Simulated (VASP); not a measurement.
Runs of VASP 6.6.1 on Ag. The structure is that of space group P6_3/mmc (No. 194), or close to it. The cells are those of the table. This isn't the form of Ag at room conditions, which is fcc.

```tsv
cell	gap on the mesh (eV)	pressure (GPa)
a = 2.696, b = 2.696, c = 4.598 Å, angles 90.0, 90.0, 120.0°, 2 atoms	none	(b)
a = 2.813, b = 2.813, c = 4.407 Å, angles 90.0, 90.0, 120.0°, 2 atoms	none	21.7
a = 2.696, b = 2.696, c = 4.407 Å, angles 90.0, 90.0, 120.0°, 2 atoms	none	43.8
a = 2.813, b = 2.813, c = 4.598 Å, angles 90.0, 90.0, 120.0°, 2 atoms	none	(a)
a = 2.696, b = 2.696, c = 4.790 Å, angles 90.0, 90.0, 120.0°, 2 atoms	none	23.3
a = 2.696, b = 2.696, c = 4.982 Å, angles 90.0, 90.0, 120.0°, 2 atoms	none	16.9
```

Alike in all rows: task single point; level r2SCAN; potentials or basis VASP PAW PBE potentials, release 64 (Ag); no spin polarisation; k mesh 18 × 18 × 10; cutoff (eV) 520; smearing gaussian 0.15 eV.

Problem. Estimate the missing entries.

Solution. (a) 13.2; (b) 32.0.

Caveats: the PAW data sets were made with another functional, which shifts forces and pressure a little; the cell stands under pressure (at least some runs); the stress differs along the axes, from 26 to 35 GPa (at least some runs); the stress differs along the axes, from 19 to 27 GPa (at least some runs); the stress differs along the axes, from 13 to 29 GPa (at least some runs); the stress differs along the axes, from 3 to 24 GPa (at least some runs).

A k mesh can miss the band edges, and the runs leave out spin-orbit coupling on Ag.

A gap of «none» marks levels without a gap at the run's occupations.
